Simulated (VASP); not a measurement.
# Zn (a cell with a defect) in VASP: notebook

The runs below take Zn (a cell with a defect) through single point, with PBE.

Program: VASP 6.6.1. These are calculated values, not measurements. Logs are shortened: lines on timing, memory, paths and dates and some standing lists are left out, and cuts for length are marked.

### 1 The cell of the first run

The cell holds a defect, 17 atoms: a = 8.055 Å, b = 8.055 Å, c = 4.985 Å, α = 90.00°, β = 90.00°, γ = 120.00°.

### 2 Single point, PBE

Input file INCAR:

```
ALGO = Normal
EDIFF = 1E-6
ENCUT = 520
GGA = PE
ISIF = 2
ISMEAR = 1
LASPH = True
LCHARG = False
LREAL = Auto
LWAVE = False
NBANDS = 116
NELM = 60
PREC = Accurate
SIGMA = 0.15
```

Input file KPOINTS:

```
k-points
0
Gamma
  2 2 3
```

Input file POSCAR:

```
Zn
1.0
    8.0554147200      0.0000008700      0.0000000000
   -4.0277081100      6.9761933500      0.0000000000
    0.0000000000      0.0000000000      4.9845780000
Zn
17
Direct
    0.1030376326      0.2205603878      0.2477010090
    0.2230100459      0.1116683221      0.7482657509
    0.1033199549      0.5487450989      0.2480747618
    0.2191050507      0.4423287393      0.7484673728
    0.1113761154      0.8887716541      0.2479947149
    0.2229961633      0.7768213314      0.7477736330
    0.4514326271      0.2205202078      0.2483570324
    0.5603654589      0.1129218290      0.7480041440
    0.4446082384      0.5551660367      0.2489717284
    0.5574582018      0.4423317073      0.7493181970
    0.4514826427      0.8968186937      0.2477186634
    0.5575101069      0.7805697523      0.7476697125
    0.8868317433      0.1130301568      0.7461937600
    0.7795699889      0.5486195880      0.2485779137
    0.8868055519      0.4394428415      0.7475972891
    0.7793809629      0.8967039771      0.2478302075
    0.8881975717      0.7768899105      0.7493633363
```

Potentials or basis: VASP PAW PBE potentials, release 64 (Zn).

Launch:

```
cat potpaw_PBE.64/Zn/POTCAR > POTCAR
mpirun -np 1 vasp_std > vasp.out
```

OUTCAR:

```text
EDIFF = 1E-6
   ENCUT = 520
   GGA = PE
   ISIF = 2
   ISMEAR = 1
   LASPH = True
   LREAL = Auto
   NELM = 60
   PREC = Accurate

 ion  position               nearest neighbor table
   1  0.103  0.221  0.248-  16 2.61   3 2.64   5 2.71   9 2.72   7 2.81  13 2.91  13 2.92   4 2.93
                             4 2.94   2 2.96   2 2.96
   2  0.223  0.112  0.748-  10 2.68   4 2.68  17 2.70   6 2.70   8 2.71  13 2.71   5 2.94   5 2.94
                             1 2.96   7 2.96   7 2.96   1 2.96
   3  0.103  0.549  0.248-  14 2.61   1 2.64   5 2.71   9 2.72  11 2.80  15 2.91  15 2.92   4 2.93
                             4 2.94   6 2.96   6 2.96
   4  0.219  0.442  0.748-  13 2.66  15 2.67   6 2.68   2 2.68  12 2.73  10 2.73   1 2.93   3 2.93
                             3 2.94   1 2.94   9 2.95   9 2.95
   5  0.111  0.889  0.248-   7 2.71  16 2.71   1 2.71  14 2.71   3 2.71  11 2.71  17 2.93   2 2.94
                             2 2.94   6 2.94   6 2.94  17 2.94
   6  0.223  0.777  0.748-   4 2.68  12 2.68  17 2.70   2 2.70   8 2.71  15 2.71   5 2.94   5 2.94
                             3 2.96   3 2.96  11 2.96  11 2.96
   7  0.451  0.221  0.248-  11 2.61  14 2.64   5 2.71   9 2.72   1 2.81   8 2.91   8 2.92  10 2.93
                            10 2.94   2 2.96   2 2.96
   8  0.560  0.113  0.748-  13 2.63  15 2.63  10 2.67  12 2.67   2 2.71   6 2.71  11 2.91   7 2.91
                            11 2.91   7 2.92
   9  0.445  0.555  0.249-   7 2.72   3 2.72   1 2.72  16 2.72  11 2.72  14 2.73  12 2.94   4 2.95
                            10 2.95   4 2.95  10 2.95  12 2.95
  10  0.557  0.442  0.749-  15 2.66   8 2.67   2 2.68  17 2.68  12 2.72   4 2.73   7 2.93  14 2.93
                             7 2.94  14 2.94   9 2.95   9 2.95
  11  0.451  0.897  0.248-   7 2.61  16 2.64   5 2.71   9 2.72   3 2.80   8 2.91   8 2.91  12 2.94
                            12 2.94   6 2.96   6 2.96
  12  0.558  0.781  0.748-  13 2.67   8 2.67  17 2.68   6 2.68  10 2.72   4 2.73  16 2.93  16 2.93
                            11 2.94  11 2.94   9 2.94   9 2.95
  13  0.887  0.113  0.746-   8 2.63  15 2.63   4 2.66  12 2.67  17 2.71   2 2.71  16 2.91   1 2.91
                             1 2.92  16 2.92
  14  0.780  0.549  0.249-   3 2.61   7 2.64   5 2.71   9 2.73  16 2.80  15 2.91  15 2.92  10 2.93
                            10 2.94  17 2.95  17 2.96
  15  0.887  0.439  0.748-  13 2.63   8 2.63  10 2.66   4 2.67  17 2.71   6 2.71  14 2.91   3 2.91
                             3 2.92  14 2.92
  16  0.779  0.897  0.248-   1 2.61  11 2.64   5 2.71   9 2.72  14 2.80  13 2.91  13 2.92  12 2.93
                            12 2.93  17 2.95  17 2.97
  17  0.888  0.777  0.749-  12 2.68  10 2.68   2 2.70   6 2.70  15 2.71  13 2.71   5 2.93   5 2.94
                            16 2.95  14 2.95  14 2.96  16 2.97

  LATTYP: Found a hexagonal cell.
 ALAT       =     8.0554147200
 C/A-ratio  =     0.6187860183

  Lattice vectors:

 A1 = (   8.0554147200,   0.0000008700,   0.0000000000)
 A2 = (  -4.0277081100,   6.9761933500,   0.0000000000)
 A3 = (   0.0000000000,   0.0000000000,   4.9845780000)

Analysis of symmetry for initial positions (statically):
[... 154 lines left out ...]
   EFERMI_NEDOS =   21; number of points for ismear=-14 and -15
   IALGO  =     38    algorithm
   IMIX   =      4    mixing-type and parameters
     AMIX     =   0.40;   BMIX     =  1.00
     AMIX_MAG =   1.60;   BMIX_MAG =  1.00
  volume/ion in A,a.u.               =      16.48       111.19
  Fermi-wavevector in a.u.,A,eV,Ry     =   1.472900  2.783377 29.516949  2.169435
  Thomas-Fermi vector in A             =   2.587859
   LORBIT       =      0    0 simple, 1 ext, 2 COOP (PROOUT), +10 PAW based schemes
   GGA     = PE    functional components
   LHFCALC =     F    Hartree Fock is set to
   AEXX    =    0.0000 exact exchange contribution
   IVDW    =     0    specifies the selected vdW correction
   LEPSILON=     F    determine dielectric tensor
   LRPA    =     F    only Hartree local field effects (RPA)
 non-spin polarized calculation
 Methfessel and Paxton  Order N= 1 SIGMA  =   0.15
  energy-cutoff  :      520.00
  volume of cell :      280.11
 maximum number of plane-waves:      7548
 NGX is ok and might be reduce to    60
   NGX = 29   NGY = 29   NGZ = 19

 number of electron     204.0000030 magnetization

 Free energy of the ion-electron system (eV)
  ---------------------------------------------------
  ext. energy  EPLUGINS =         0.00000000
  ---------------------------------------------------
  free energy    TOTEN  =       -18.80423682 eV

  energy without entropy =      -18.79300183  energy(sigma->0) =      -18.80049183

 E-fermi :   2.6024     XC(G=0): -11.0911

 val. band max:        2.5922198122   @ k =   0.5000   0.5000   0.0000
 cond. band min:       2.6359557770   @ k =   0.0000   0.0000   0.0000
 fundamental gap:      0.0437359647
 Fermi energy:         2.6023632163

 k-point     1 :       0.0000    0.0000    0.0000
  band No.  band energies     occupation
      1      -7.3876      2.00000
      2      -5.8416      2.00000
      3      -5.7055      2.00000
      4      -5.7053      2.00000
      5      -5.7004      2.00000
      6      -5.6866      2.00000
[... 925 lines left out ...]
    113       6.2443      0.00000
    114       6.5428      0.00000
 [bands above 114 left out]

------------------------ aborting loop because EDIFF is reached ----------------------------------------

  FORCE on cell =-STRESS in cart. coord.  units (eV):
  Direction    XX          YY          ZZ          XY          YZ          ZX
  --------------------------------------------------------------------------------------
  -------------------------------------------------------------------------------------
  Total       -9.1228186     -9.1262548      6.6031551     -0.0039900      0.0007758      0.0023576
  in kB      -52.1800854    -52.1997394     37.7682835     -0.0228217      0.0044376      0.0134850
  external PRESSURE =     -22.2038471 kB  Pullay stress =       0.0000000 kB

 VOLUME and BASIS-vectors are now :
 -----------------------------------------------------------------------------
  energy-cutoff  :      520.00
  volume of cell :      280.11
      direct lattice vectors                 reciprocal lattice vectors
     8.055414720  0.000000870  0.000000000     0.124140094  0.071672334  0.000000000
    -4.027708110  6.976193350  0.000000000    -0.000000015  0.143344642  0.000000000
     0.000000000  0.000000000  4.984578000     0.000000000  0.000000000  0.200618789

 POSITION                                       TOTAL-FORCE (eV/Angst)
 -----------------------------------------------------------------------------------
     -0.05834      1.53867      1.23469         0.000334      0.003937      0.000298
      1.34667      0.77902      3.72979        -0.001860     -0.002789     -0.001747
     -1.37790      3.82815      1.23655         0.004308     -0.004673     -0.000457
     -0.01659      3.08577      3.73079         0.005158      0.003470      0.001352
     -2.68253      6.20024      1.23615         0.001177     -0.001249      0.003059
     -1.33248      5.41926      3.72734        -0.002718      0.002347      0.000510
[... 9 lines left out ...]
      2.66658      6.25558      1.23533        -0.003803     -0.001367     -0.000497
      4.02571      5.41974      3.73526         0.002325      0.001867     -0.005115
 -----------------------------------------------------------------------------------
    total drift:                                0.000612     -0.000419      0.015139

  FREE ENERGIE OF THE ION-ELECTRON SYSTEM (eV)
  ---------------------------------------------------
  free  energy   TOTEN  =       -18.8042368242 eV

  energy  without entropy=      -18.7930018274  energy(sigma->0) =      -18.80049183
```

stdout:

```text
POSCAR found type information on POSCAR Zn
 POSCAR found :  1 types and      17 ions
 scaLAPACK will be used
 LDA part: xc-table for (Slater+PW92), standard interpolation
 POSCAR, INCAR and KPOINTS ok, starting setup
 FFT: planning ... GRIDC
 FFT: planning ... GRID_SOFT
 FFT: planning ... GRID
 WAVECAR not read
 entering main loop
```

Wall time 10 min (1 thread of Intel Xeon Platinum 8259CL at 2.50GHz (Skylake/Cascade Lake), shared host); peak memory 0.43 GiB.

Results:

```
Free energy            : -18.8042 eV
Pressure               : -2.2 GPa
Largest force          : 0.007 eV/Å
Band gap on the k mesh : zero (band 102 reaches 3.37 eV, above the bottom of band 103 at 1.86 eV)
```

Forces on the atoms (eV/Å):
```
Zn   0.000  0.004  0.000
Zn  -0.002 -0.003 -0.002
Zn   0.004 -0.005  0.000
Zn   0.005  0.003  0.001
Zn   0.001 -0.001  0.003
Zn  -0.003  0.002  0.001
Zn   0.001  0.005  0.000
Zn   0.006  0.004  0.001
Zn   0.001  0.002 -0.003
Zn  -0.005  0.003 -0.003
Zn   0.004 -0.003  0.001
Zn  -0.003 -0.004  0.003
Zn  -0.005  0.002  0.002
Zn  -0.005 -0.005  0.000
Zn   0.001 -0.006  0.001
Zn  -0.004 -0.001  0.000
Zn   0.002  0.002 -0.005
```

Levels at points of the mesh, in eV from the Fermi level:
```
           k point  band 101  band 102  band 103  band 104  band 105  band 106
(0.00, 0.00, 0.00)      0.03      0.13      0.13      0.40      0.42      0.42
(0.50, 0.00, 0.00)     -0.75     -0.40     -0.01      0.66      0.72      0.88
(0.00, 0.50, 0.00)     -0.75     -0.40     -0.01      0.66      0.72      0.88
(0.50, 0.50, 0.00)     -0.75     -0.40     -0.01      0.66      0.72      0.88
```

Caveat: the k points lie up to 0.45 Å⁻¹ apart.

### 3 Single point, PBE

Input file INCAR:

```
SYSTEM = Zn
ALGO     = Normal         ! electronic algorithm
EDIFF    = 1E-6           ! SCF threshold, eV
ENCUT    = 520            ! plane-wave cutoff, eV
GGA      = PE             ! functional
ISIF     = 2              ! what is computed and relaxed
ISMEAR   = 1              ! smearing method
LASPH    = .True.         ! aspherical terms in the spheres
LCHARG   = .False.        ! write CHGCAR
LREAL    = Auto         
LWAVE    = .False.        ! write WAVECAR
NBANDS   = 116            ! bands
NELM     = 100            ! most SCF steps
PREC     = Accurate       ! precision mode
SIGMA    = 0.15           ! smearing width, eV
```

Input file KPOINTS:

```
k-points
0
Gamma
  2 2 3
  0 0 0
```

Input file POSCAR:

```
Zn
1.0
    8.0554147200      0.0000008700      0.0000000000
   -4.0277081100      6.9761933500      0.0000000000
    0.0000000000      0.0000000000      4.9845780000
Zn
17
Direct
    0.1112156881      0.2215854443      0.2475473350
    0.2229842164      0.1100587050      0.7481576174
    0.1032856889      0.5537032471      0.2476017027
    0.2229749887      0.4449592565      0.7477403303
    0.1031801812      0.8816115898      0.2480587123
    0.2191149465      0.7755809706      0.7471059737
    0.4513656921      0.2297070231      0.2483863228
    0.5573467342      0.1136944570      0.7477030152
    0.4512972892      0.5535807873      0.2482210129
    0.5602868141      0.4460578078      0.7495986621
    0.4446953708      0.8883602134      0.2471310510
    0.5574592530      0.7754880411      0.7465919883
    0.8880811845      0.1101267108      0.7474813314
    0.7793127715      0.2297494123      0.2476562710
    0.8867747092      0.4461681425      0.7469500929
    0.7792618156      0.8815666386      0.2479784648
    0.8867912078      0.7726714209      0.7496070881
```

Potentials or basis: VASP PAW PBE potentials, release 64 (Zn).

Launch:

```
cat potpaw_PBE.64/Zn/POTCAR > POTCAR
mpirun -np 1 vasp_std > vasp.out
```

Run time: 4.2 min. Hardware: 1 thread of Intel Xeon 6975P-C (Granite Rapids), shared host; peak memory 0.44 GiB.

The run converged. Its results:

| Item | Value |
| --- | --- |
| Free energy | -18.8042 eV |
| Pressure | -2.2 GPa |
| Largest force | 0.009 eV/Å |
| Band gap on the k mesh | zero (band 102 reaches 3.37 eV, above the bottom of band 103 at 1.86 eV) |

Forces on the atoms (eV/Å):
```
Zn   0.001  0.002  0.001
Zn  -0.006  0.001 -0.003
Zn  -0.004 -0.001 -0.001
Zn  -0.001 -0.006  0.001
Zn   0.001 -0.003  0.001
Zn   0.004  0.002  0.002
Zn   0.001  0.002  0.000
Zn   0.000 -0.002  0.000
Zn   0.003  0.000 -0.002
Zn   0.007  0.005 -0.002
Zn  -0.001 -0.001  0.000
Zn  -0.006  0.004  0.004
Zn   0.005  0.001  0.001
Zn  -0.001  0.003 -0.001
Zn  -0.006  0.004  0.000
Zn   0.001 -0.002 -0.001
Zn   0.001 -0.008 -0.002
```

Stress tensor (GPa, compression positive):
```
-5.22  0.00  0.00
 0.00 -5.22  0.00
 0.00  0.00  3.77
```

Levels at points of the mesh, in eV from the Fermi level:
```
           k point  band 99  band 100  band 101  band 102  band 103  band 104  band 105  band 106  band 107  band 108
(0.00, 0.00, 0.00)    -0.51     -0.30      0.03      0.13      0.13      0.40      0.42      0.42      0.51      0.51
(0.50, 0.00, 0.00)    -1.86     -1.23     -0.75     -0.40     -0.01      0.66      0.72      0.88      1.28      1.86
(0.00, 0.50, 0.00)    -1.86     -1.23     -0.75     -0.40     -0.01      0.66      0.72      0.88      1.28      1.86
(0.50, 0.50, 0.00)    -1.86     -1.23     -0.75     -0.40     -0.01      0.66      0.72      0.88      1.28      1.86
```

Caveat: the k points lie up to 0.45 Å⁻¹ apart.
